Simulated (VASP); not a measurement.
LiLaSO, 8 atoms in the cell. Symmetry: P4/nmm, No. 129, tetragonal system. Conventional cell: a = 4.035 Å, b = 4.035 Å, c = 8.801 Å, α = 90.00°, β = 90.00°, γ = 90.00°. La (site symmetry 4mm) has 4 O at 2.37 Å within 3.1 Å. Li (site symmetry -4m2) has 4 S at 2.47 Å and 4 Li at 2.85 Å within 3.3 Å. Within 3.1 Å of O (site symmetry -4m2) lie 4 La at 2.37 Å and 4 O at 2.85 Å. S (site symmetry 4mm) has 4 Li at 2.47 Å within 3.3 Å. 

* Program: VASP 6.6.1
* Task: relaxation of cell and atoms
* Functional: PBEsol
* Potentials or basis: VASP PAW PBE potentials, release 64 (La, Li_sv, O, S)
* Cutoff: 600 eV
* k mesh: 6 × 6 × 4
* Occupations: gaussian, width 0.02 eV
* Spin: no spin polarisation
* Dipole correction: no
* Further INCAR settings: ALGO = Normal; EDIFF = 1e-07; IBRION = 2; EDIFFG = -0.005; NSW = 100; ISIF = 3

Potentials or basis: VASP PAW PBE potentials, release 64 (La, Li_sv, O, S).

The run is started by

```bash
$ cat potpaw_PBE.64/La/POTCAR potpaw_PBE.64/Li_sv/POTCAR potpaw_PBE.64/O/POTCAR potpaw_PBE.64/S/POTCAR > POTCAR
$ mpirun -np 1 vasp_std > vasp.out
```

Hardware: 1 thread of Intel Xeon 6975P-C, with other jobs on the host.

Q: How long does it take, and how much memory?

A: Wall time 28 min on 1 thread of Intel Xeon 6975P-C, with other jobs on the host, peak memory 0.4 GiB. Counts: scf iterations 124, k points 30, ion steps 12.
